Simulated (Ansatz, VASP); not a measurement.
**Two plane-wave programs on Sn3Se**

POSCAR

```
Sn3Se
1.0
    0.0000000000      3.7331380000      3.7331380000
    3.7331380000      0.0000000000      3.7331380000
    3.7331380000      3.7331380000      0.0000000000
Sn Se
3 1
Direct
    0.5000000000      0.5000000000      0.5000000000
    0.7500000000      0.7500000000      0.7500000000
    0.2500000000      0.2500000000      0.2500000000
    0.0000000000      0.0000000000      0.0000000000
```

Contents of INCAR.step1:

```
ALGO = Normal ; EDIFF = 1E-5
ENCUT = 440 ; GGA = PE
GGA_COMPAT = F ; ISIF = 2
ISMEAR = -1 ; LASPH = T
LREAL = F ; LWAVE = T
NBANDS = 32 ; NELM = 120
PREC = Accurate ; SIGMA = 0.05
```

Contents of INCAR.step2:

```
AEXX = 0.25 ; ALGO = Normal
EDIFF = 1E-6 ; ENCUT = 440
GGA_COMPAT = F ; ISIF = 2
ISMEAR = -1 ; ISTART = 1
LASPH = T ; LCHARG = T
LELF = T ; LHFCALC = T
LMIXTAU = T ; LREAL = F
LVHAR = T ; LWAVE = F
METAGGA = R2SCAN ; NBANDS = 32
NELM = 120 ; PREC = Accurate
PRECFOCK = Normal ; SIGMA = 0.05
```

File KPOINTS:

```
k-points
0
Gamma
  4 4 4
```

The input input.yaml:

```yaml
crystal:
  lattice:
    - [0.0, 3.733138, 3.733138]
    - [3.733138, 0.0, 3.733138]
    - [3.733138, 3.733138, 0.0]
  atoms:
    - { symbol: Sn, position: [0.5, 0.5, 0.5] }
    - { symbol: Sn, position: [0.75, 0.75, 0.75] }
    - { symbol: Sn, position: [0.25, 0.25, 0.25] }
    - { symbol: Se, position: [0.0, 0.0, 0.0] }
hamiltonian:
  xc: { exchange: r2scan, correlation: r2scan, exx: { coeff: 0.25 } }
  pseudopotentials: { kind: paw }
kpoints:
  mp_grid: { grid: [4, 4, 4] }
scf:
  occupations: { method: fermi_dirac, width: 0.05 }
output:
  forces: true
  stress: true
  eigenvalues: true
```

Alike in both runs: task single point; functional r2SCAN-based global hybrid with a share of 0.25 of exact exchange; k mesh 4 × 4 × 4; occupations fermi-dirac, width 0.05 eV; no spin polarisation.

|  | VASP | Ansatz |
| --- | --- | --- |
| version | VASP 6.6.1 | Ansatz 0.2.0 |
| potentials or method | VASP PAW PBE potentials, release 64 (Sn_d, Se) | Ansatz PAW |
| plane-wave cutoff (eV) | 440 | 500 |
| valence electrons in the cell | 48 | 58 |

VASP gave:

| Quantity | Value |
| --- | --- |
| gap on the k mesh at the Fermi level (eV) | none |
| pressure (GPa) | -3.1 |

Which values does Ansatz return?

gap on the k mesh at the Fermi level (eV): none; pressure (GPa): -2.8.

VASP's potentials were made for PBE, not for r2SCAN-based global hybrid. A gap of «none» marks a metal or a gap that the smearing closes. VASP's potentials hold 48 valence electrons a cell and Ansatz's 58, so a difference there can come from the potentials and not from the codes.

The k mesh is coarse, so the values compare programs but aren't converged.
